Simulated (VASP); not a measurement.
Runs of VASP 6.6.1 on TiBeH2. The structure is that of space group P4/mmm (No. 123), or close to it. The cells are those of the table. 

```csv
task,cell,k mesh,cutoff (eV),gap on the mesh (eV),pressure (GPa),relaxed volume (Å³/atom)
single point,"a = 2.804, b = 2.804, c = 3.707 Å, 4 atoms",16 × 16 × 12,520,none,-0.1,-
single point,"a = 2.781, b = 2.781, c = 3.927 Å, 4 atoms",6 × 6 × 4,520,none,-4.7,-
relaxation of cell and atoms,"relaxed from a = 2.798, b = 2.798, c = 3.728 Å, 4 atoms",6 × 6 × 6,600,none,-0.1,-
relaxation of cell and atoms,"relaxed from a = 2.798, b = 2.798, c = 3.728 Å, 4 atoms",16 × 16 × 12,600,none,0.1,7.28
single point,"a = 2.798, b = 2.798, c = 3.728 Å, 4 atoms",6 × 6 × 4,520,none,-0.1,-
single point,"a = 2.798, b = 2.798, c = 3.728 Å, 4 atoms",6 × 6 × 6,520,none,-0.1,-
relaxation of cell and atoms,"relaxed from a = 2.781, b = 2.781, c = 3.927 Å, 4 atoms",6 × 6 × 4,600,none,-0.2,(a)
```

Alike in all rows: level PBE; potentials or basis VASP PAW PBE potentials, release 64 (Ti_sv, Be, H); no spin polarisation; smearing gaussian 0.1 eV.

Estimate the missing entries.

(a) 7.30.

Caveats: some runs use coarse meshes; the relaxation stopped at its first step, so nothing moved (some runs).

A gap of «none» marks levels without a gap at the run's occupations.
